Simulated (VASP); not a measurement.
Set up this calculation in VASP 6.6.1, as the native input.

```
Task                   : electric field gradients
Functional             : PBEsol
Potentials or basis    : VASP PAW PBE potentials, release 64 (Mn_pv, Sb)
Cutoff                 : 520 eV
k mesh                 : 11 × 11 × 11
Occupations            : fermi-dirac, width 0.03 eV
Spin                   : collinear spin, ferromagnetic start
Starting moments       : [4.0, 0.0] μB
Dipole correction      : no
Further INCAR settings : ALGO = Normal; EDIFF = 1e-08; NBANDS = 20
```

The structure of MnSb (rocksalt type) lies in POSCAR:

```
MnSb
1.0
    0.0000000000      2.7858175484      2.7858175484
    2.7858175484      0.0000000000      2.7858175484
    2.7858175484      2.7858175484      0.0000000000
Mn Sb
1 1
Direct
    0.0000000000      0.0000000000      0.0000000000
    0.5000000000      0.5000000000      0.5000000000
```

The input as run:

INCAR

```
PREC = Accurate
ENCUT = 520
EDIFF = 1E-8
ISMEAR = -1
SIGMA = 0.03
LREAL = False
LASPH = True
NELM = 150
ALGO = Normal
ISIF = 2
LWAVE = False
LCHARG = False
ISPIN = 2
MAGMOM = 4 0
LORBIT = 11
LMAXMIX = 4
GGA = PS
LEFG = True
NBANDS = 20
```

KPOINTS

```
Automatic mesh
0
Gamma
  11 11 11
```

Potentials or basis: VASP PAW PBE potentials, release 64 (Mn_pv, Sb).

Command:

```console
$ cat potpaw_PBE.64/Mn_pv/POTCAR potpaw_PBE.64/Sb/POTCAR > POTCAR
$ mpirun -np 1 vasp_std > vasp.out
```

Results of the run:

```json
{"Pressure": "-3.7 GPa", "Net moment": "3.78 μB per cell", "Site moments": "Mn +3.71; Sb -0.10 μB", "Largest electric field gradient by atom": "under 0.05 V/Å² on every atom", "Valence electrons inside the program's atomic spheres": "Mn 11.47; Sb 2.48"}
```

Caveat: the cell stands under tension; the PAW data sets were made with another functional, which shifts forces and pressure a little; a cell with one magnetic atom can't hold antiferromagnetic order, which such compounds often take.

Run time: 100 s on 1 thread of Oxide Virtual Turin-like Processor (shared host), peak memory 0.2 GiB.
